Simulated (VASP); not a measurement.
# BN (R3m) in VASP: further runs

The runs below take BN through single point, with PBE.

All numbers are computed with VASP 6.6.1; they aren't measurements. Logs are shortened: lines on timing, memory, paths and dates and some standing lists are left out, and cuts for length are marked.

## (1) The cell of the first run

The structure is trigonal, space group R3m (No. 160). Conventional cell: a = 5.126 Å, b = 5.126 Å, c = 6.278 Å, α = 90.00°, β = 90.00°, γ = 120.00°. Within 2.1 Å of B (site symmetry m) lie 4 N at 1.57 to 1.77 Å. Within 1.5 Å of B (site symmetry 3m) lie 1 N at 1.12 Å. Within 1.5 Å of N (site symmetry 3m) lie 1 B at 1.12 Å. Within 2.1 Å of N (site symmetry m) lie 4 B at 1.57 Å.

## (2) Single point, PBE (atom 5 (N) moved +0.450 Å along Cartesian [1 1 1])

Input file INCAR:

```
  ALGO = Normal
  EDIFF = 1E-6
  ENCUT = 520
  GGA = PE
  ISIF = 2
  ISMEAR = 0
  LASPH = T
  LCHARG = F
  LREAL = F
  LWAVE = F
  NBANDS = 26
  NELM = 80
  PREC = Accurate
  SIGMA = 0.05
```

Input file KPOINTS:

```
k-points
0
Gamma
  6 6 6
```

Input file POSCAR:

```
BN
1.0
    3.6246970237      0.0000000000      0.0000000000
    0.0000000000     -3.6246970237      0.0000000000
    0.0000000000      0.0000000000     -3.6246970237
B N
4 4
Direct
    0.0000000000      0.0000000000      0.0000000000
    0.5000000000      0.5000000000      0.0000000000
    0.5000000000      0.0000000000      0.5000000000
    0.0000000000      0.5000000000      0.5000000000
    0.8216770586      0.6783229414      0.6783229414
    0.2500000000      0.2500000000      0.7500000000
    0.2500000000      0.7500000000      0.2500000000
    0.7500000000      0.2500000000      0.2500000000
```

Potentials or basis: VASP PAW PBE potentials, release 64 (B, N).

The run is started by

```console
> cat potpaw_PBE.64/B/POTCAR potpaw_PBE.64/N/POTCAR > POTCAR
> mpirun -np 1 vasp_std > vasp.out
```

OUTCAR:

```text
EDIFF = 1E-6
   ENCUT = 520
   GGA = PE
   ISIF = 2
   ISMEAR = 0
   LASPH = T
   LREAL = F
   NELM = 80
   PREC = Accurate

 ion  position               nearest neighbor table
   1  0.000  0.000  0.000-   6 1.57   7 1.57   8 1.57   5 1.77
   2  0.500  0.500  0.000-   6 1.57   7 1.57   8 1.57   5 1.77
   3  0.500  0.000  0.500-   6 1.57   7 1.57   8 1.57   5 1.77
   4  0.000  0.500  0.500-   5 1.12   6 1.57   7 1.57   8 1.57
   5  0.822  0.678  0.678-   4 1.12   2 1.77   3 1.77   1 1.77
   6  0.250  0.250  0.750-   1 1.57   2 1.57   3 1.57   4 1.57
   7  0.250  0.750  0.250-   1 1.57   2 1.57   3 1.57   4 1.57
   8  0.750  0.250  0.250-   1 1.57   2 1.57   3 1.57   4 1.57

  LATTYP: Found a simple cubic cell.
 ALAT       =     3.6246970237

  Lattice vectors:

 A1 = (   3.6246970237,   0.0000000000,   0.0000000000)
 A2 = (   0.0000000000,  -3.6246970237,   0.0000000000)
 A3 = (   0.0000000000,   0.0000000000,  -3.6246970237)

Analysis of symmetry for initial positions (statically):
=====================================================================
 Subroutine PRICEL returns:
 Original cell was already a primitive cell.

 Routine SETGRP: Setting up the symmetry group for a
 simple cubic supercell.

 Subroutine GETGRP returns: Found  6 space group operations
 (whereof  2 operations were pure point group operations)
 out of a pool of 48 trial point group operations.

The static configuration has the point symmetry C_1h.
 The point group associated with its full space group is C_3v.

Analysis of symmetry for dynamics (positions and initial velocities):
=====================================================================
 Subroutine PRICEL returns:
 Original cell was already a primitive cell.

 Routine SETGRP: Setting up the symmetry group for a
 simple cubic supercell.

 Subroutine GETGRP returns: Found  6 space group operations
 (whereof  2 operations were pure point group operations)
 out of a pool of 48 trial point group operations.

The dynamic configuration has the point symmetry C_1h.
 The point group associated with its full space group is C_3v.

 Subroutine INISYM returns: Found  6 space group operations
 (whereof  2 operations are pure point group operations),
 and found     1 'primitive' translations

----------------------------------------------------------------------------------------

                                     Primitive cell

  volume of cell :      47.6228

  direct lattice vectors                    reciprocal lattice vectors
     3.624697024  0.000000000  0.000000000     0.275885127  0.000000000  0.000000000
     0.000000000 -3.624697024  0.000000000     0.000000000 -0.275885127  0.000000000
     0.000000000  0.000000000 -3.624697024     0.000000000  0.000000000 -0.275885127

  length of vectors
     3.624697024  3.624697024  3.624697024     0.275885127  0.275885127  0.275885127

  position of ions in fractional coordinates (direct lattice)
     0.000000000  0.000000000  0.000000000
     0.500000000  0.500000000  0.000000000
     0.500000000  0.000000000  0.500000000
     0.000000000  0.500000000  0.500000000
     0.821677059  0.678322941  0.678322941
     0.250000000  0.250000000  0.750000000
     0.250000000  0.750000000  0.250000000
     0.750000000  0.250000000  0.250000000

  ion indices of the primitive-cell ions
   primitive index   ion index
                 1           1
                 2           2
                 3           3
                 4           4
                 5           5
                 6           6
                 7           7
                 8           8

----------------------------------------------------------------------------------------

 KPOINTS: k-points

Automatic generation of k-mesh.
 Grid dimensions read from file:
 generate k-points for:    6    6    6

 Generating k-lattice:

  Cartesian coordinates                     Fractional coordinates (reciprocal lattice)
     0.045980855  0.000000000  0.000000000     0.166666667  0.000000000  0.000000000
     0.000000000 -0.045980855  0.000000000     0.000000000  0.166666667  0.000000000
     0.000000000  0.000000000 -0.045980855     0.000000000  0.000000000  0.166666667

  Length of vectors
     0.045980855  0.045980855  0.045980855

  Shift w.r.t. Gamma in fractional coordinates (k-lattice)
     0.000000000  0.000000000  0.000000000

 Subroutine IBZKPT returns following result:
 ===========================================

 Found     32 irreducible k-points:

 Following reciprocal coordinates:
            Coordinates               Weight
  0.000000  0.000000  0.000000      1.000000
  0.166667  0.000000  0.000000      6.000000
  0.333333  0.000000  0.000000      6.000000
  0.500000  0.000000  0.000000      3.000000
  0.166667  0.166667  0.000000      6.000000
  0.000000  0.166667  0.166667      6.000000
[... 16 lines left out ...]
 -0.333333  0.333333  0.166667      6.000000
  0.500000  0.333333  0.166667     12.000000
 [... further k-points ...]
   k-points           NKPTS =     32   k-points in BZ     NKDIM =     32   number of bands    NBANDS=     26
   number of dos      NEDOS =    301   number of ions     NIONS =      8
   total plane-waves  NPLWV =  21952
   dimension x,y,z NGX =    28 NGY =   28 NGZ =   28
   dimension x,y,z NGXF=    56 NGYF=   56 NGZF=   56
   ions per type =               4   4
   NGX,Y,Z   is equivalent  to a cutoff of  12.84, 12.84, 12.84 a.u.
   NGXF,Y,Z  is equivalent  to a cutoff of  25.68, 25.68, 25.68 a.u.
 SYSTEM =  unknown system
   PREC   = accura    normal or accurate (medium, high low for compatibility)
   ISTART =      0    job   : 0-new  1-cont  2-samecut
   ICHARG =      2    charge: 1-file 2-atom 10-const
   ISPIN  =      1    spin polarized calculation?
   LNONCOLLINEAR =      F non collinear calculations
   LSORBIT =      F    spin-orbit coupling
   LASPH  =      T    aspherical Exc in radial PAW
   ENCUT  =  520.0 eV  38.22 Ry    6.18 a.u.   6.74  6.74  6.74*2*pi/ulx,y,z
   NELM   =     80;   NELMIN=  2; NELMDL= -5     # of ELM steps
   EDIFF  = 0.1E-05   stopping-criterion for ELM
   LREAL  =      F    real-space projection
   EDIFFG = 0.1E-04   stopping-criterion for IOM
   NSW    =      0    number of steps for IOM
   IBRION =     -1    ionic relax: 0-MD 1-quasi-New 2-CG
   NFREE  =      0    steps in history (QN), initial steepest desc. (CG)
   ISIF   =      2    stress and relaxation
   ISYM   =      2    0-nonsym 1-usesym 2-fastsym
   POTIM  = 0.5000    time-step for ionic-motion
   TEBEG  =    0.0;   TEEND  =   0.0 temperature during run
   PSTRESS=    0.0 pullay stress
   NELECT =      32.0000    total number of electrons
   NUPDOWN=      -1.0000    fix difference up-down
   EMIN   =  10.00;   EMAX   =-10.00  energy-range for DOS
   EFERMI =   0.00;   METHOD = LEGACY
   ISMEAR =     0;   SIGMA  =   0.05  broadening in eV -4-tet -1-fermi 0-gaus
   EFERMI_NEDOS =   21; number of points for ismear=-14 and -15
   IALGO  =     38    algorithm
   IMIX   =      4    mixing-type and parameters
     AMIX     =   0.40;   BMIX     =  1.00
     AMIX_MAG =   1.60;   BMIX_MAG =  1.00
  volume/ion in A,a.u.               =       5.95        40.17
  Fermi-wavevector in a.u.,A,eV,Ry     =   1.433903  2.709684 27.974638  2.056078
  Thomas-Fermi vector in A             =   2.553370
   LORBIT       =      0    0 simple, 1 ext, 2 COOP (PROOUT), +10 PAW based schemes
   GGA     = PE    functional components
   LHFCALC =     F    Hartree Fock is set to
   AEXX    =    0.0000 exact exchange contribution
   IVDW    =     0    specifies the selected vdW correction
   LEPSILON=     F    determine dielectric tensor
   LRPA    =     F    only Hartree local field effects (RPA)
 non-spin polarized calculation
 Gauss-broadening in eV      SIGMA  =   0.05
  energy-cutoff  :      520.00
  volume of cell :       47.62
 maximum number of plane-waves:      1328
   NGX = 13   NGY = 13   NGZ = 13

 number of electron      31.9999995 magnetization

 Free energy of the ion-electron system (eV)
  ---------------------------------------------------
  ext. energy  EPLUGINS =         0.00000000
  ---------------------------------------------------
  free energy    TOTEN  =       -63.75948829 eV

  energy without entropy =      -63.75948829  energy(sigma->0) =      -63.75948829

 E-fermi :   7.8750     XC(G=0): -12.7691

 val. band max:        7.6060267583   @ k =   0.0000   0.1667   0.1667
 cond. band min:      11.2717679342   @ k =   0.0000   0.0000   0.0000
 fundamental gap:      3.6657411759
 Fermi energy:         7.8750414464

 k-point     1 :       0.0000    0.0000    0.0000
  band No.  band energies     occupation
      1     -13.0423      2.00000
      2      -7.8207      2.00000
      3      -7.4507      2.00000
      4      -7.4507      2.00000
      5      -1.7194      2.00000
      6      -1.3915      2.00000
[... 18 lines left out ...]
     25      16.3198      0.00000
     26      17.8582      0.00000

 k-point     2 :       0.1667    0.0000    0.0000
  band No.  band energies     occupation
      1     -12.8291      2.00000
      2      -8.4322      2.00000
      3      -7.4270      2.00000
      4      -7.3709      2.00000
      5      -1.7145      2.00000
      6      -1.2181      2.00000
[... 18 lines left out ...]
     25      17.0233      0.00000
     26      18.4698      0.00000

 k-point     3 :       0.3333    0.0000    0.0000
  band No.  band energies     occupation
      1     -12.2131      2.00000
      2      -9.7277      2.00000
      3      -7.2961      2.00000
      4      -7.1999      2.00000
      5      -1.3746      2.00000
      6      -0.7387      2.00000
[... 572 lines left out ...]
 k-point    23 :      -0.3333    0.3333    0.1667
  band No.  band energies     occupation
      1     -11.2844      2.00000
      2      -8.9661      2.00000
      3      -8.8609      2.00000
      4      -7.8655      2.00000
      5      -2.1071      2.00000
      6      -1.0435      2.00000
[... 18 lines left out ...]
     25      18.8672      0.00000
     26      19.7476      0.00000

 k-point    24 :       0.5000    0.3333    0.1667
  band No.  band energies     occupation
      1     -10.6708      2.00000
      2      -9.8290      2.00000
      3      -8.4319      2.00000
      4      -8.0755      2.00000
      5      -2.3366      2.00000
      6      -1.7863      2.00000
[... 18 lines left out ...]
     25      19.1387      0.00000
     26      19.3591      0.00000

 [... further k-points ...]

------------------------ aborting loop because EDIFF is reached ----------------------------------------

  FORCE on cell =-STRESS in cart. coord.  units (eV):
  Direction    XX          YY          ZZ          XY          YZ          ZX
  --------------------------------------------------------------------------------------
  -------------------------------------------------------------------------------------
  Total        9.8045289      9.8045289      9.8045289      7.9418623      7.9418623      7.9418623
  in kB      329.8543220    329.8543220    329.8543220    267.1885229    267.1885229    267.1885229
  external PRESSURE =     329.8543220 kB  Pullay stress =       0.0000000 kB

 VOLUME and BASIS-vectors are now :
 -----------------------------------------------------------------------------
  energy-cutoff  :      520.00
  volume of cell :       47.62
      direct lattice vectors                 reciprocal lattice vectors
     3.624697024  0.000000000  0.000000000     0.275885127  0.000000000  0.000000000
     0.000000000 -3.624697024  0.000000000     0.000000000 -0.275885127  0.000000000
     0.000000000  0.000000000 -3.624697024     0.000000000  0.000000000 -0.275885127

 POSITION                                       TOTAL-FORCE (eV/Angst)
 -----------------------------------------------------------------------------------
      0.00000      0.00000      0.00000         1.154793      0.838023      0.838023
      1.81235     -1.81235      0.00000         0.838023      1.154793      0.838023
      1.81235      0.00000     -1.81235         0.838023      0.838023      1.154793
      0.00000     -1.81235     -1.81235        14.941834     14.941834     14.941834
      2.97833     -2.45872     -2.45872       -21.226382    -21.226382    -21.226382
      0.90617     -0.90617     -2.71852         2.002819      2.002819     -0.551929
      0.90617     -2.71852     -0.90617         2.002819     -0.551929      2.002819
      2.71852     -0.90617     -0.90617        -0.551929      2.002819      2.002819
 -----------------------------------------------------------------------------------
    total drift:                               -0.000321     -0.000321     -0.000321

  FREE ENERGIE OF THE ION-ELECTRON SYSTEM (eV)
  ---------------------------------------------------
  free  energy   TOTEN  =       -63.7594882914 eV

  energy  without entropy=      -63.7594882914  energy(sigma->0) =      -63.75948829
```

It took 77 s on 1 thread of AMD EPYC 7R13, shared host; peak memory 0.14 GiB.

Results:

- Free energy: -63.7595 eV
- Pressure: 33.0 GPa
- Largest force: 36.765 eV/Å
- Band gap on the k mesh: 3.67 eV (least direct gap 3.72 eV)

Forces on the atoms (eV/Å):
```
B     1.155   0.838   0.838
B     0.838   1.155   0.838
B     0.838   0.838   1.155
B    14.942  14.942  14.942
N   -21.226 -21.226 -21.226
N     2.003   2.003  -0.552
N     2.003  -0.552   2.003
N    -0.552   2.003   2.003
```

Stress tensor (GPa, compression positive):
```
32.99 26.72 26.72
26.72 32.99 26.72
26.72 26.72 32.99
```

Caveat: the cell differs from its parent crystal (atom 5 (N) moved +0.450 Å along Cartesian [1 1 1]); the cell stands under pressure; forces of over 1 eV/Å act on the atoms, so gaps and moduli don't describe the material at rest.

## (3) Single point, PBE

Input file INCAR:

```
SYSTEM = BN
  ALGO = Normal
  EDIFF = 1E-6
  ENCUT = 520
  GGA = PE
  ISIF = 2
  ISMEAR = 0
  LASPH = .True.
  LCHARG = .True.
  LELF = .True.
  LREAL = .False.
  LVHAR = .True.
  LWAVE = .False.
  NBANDS = 26
  NELM = 60
  PREC = Accurate
  SIGMA = 0.05
```

Input file KPOINTS:

```
Automatic mesh
0
Gamma
  6 6 6
  0.5 0.5 0.5
```

POSCAR is that of step 2.

Potentials or basis: VASP PAW PBE potentials, release 64 (B, N).

The run is started by

```console
> cat potpaw_PBE.64/B/POTCAR potpaw_PBE.64/N/POTCAR > POTCAR
> mpirun -np 1 vasp_std > vasp.out
```

Run time: 74 s. Hardware: 1 thread of AMD EPYC 7R13, shared host; peak memory 0.13 GiB.

The run converged. Its results:

| Quantity | Value |
| --- | --- |
| Free energy | -63.7595 eV |
| Pressure | 33.0 GPa |
| Largest force | 36.765 eV/Å |
| Band gap on the k mesh | 4.12 eV |

Forces in eV/Å, atoms in the order of the input:
```
B     1.155   0.838   0.838
B     0.838   1.155   0.838
B     0.838   0.838   1.155
B    14.942  14.942  14.942
N   -21.226 -21.226 -21.226
N     2.003   2.003  -0.552
N     2.003  -0.552   2.003
N    -0.552   2.003   2.003
```

Stress tensor (GPa, compression positive):
```
32.99 26.72 26.72
26.72 32.99 26.72
26.72 26.72 32.99
```

Levels at points of the mesh, in eV from the valence-band top:
| k point | band 13 | band 14 | band 15 | band 16 | band 17 | band 18 | band 19 | band 20 |
| --- | --- | --- | --- | --- | --- | --- | --- | --- |
| (0.08, 0.08, 0.08) | -4.40 | -1.46 | -0.56 | 0.00 | 4.12 | 4.70 | 4.84 | 7.73 |

Caveat: the cell stands under pressure; a shifted mesh leaves out Γ, where band edges can lie; forces of over 1 eV/Å act on the atoms, so gaps and moduli don't describe the material at rest. A k mesh can miss the band edges.
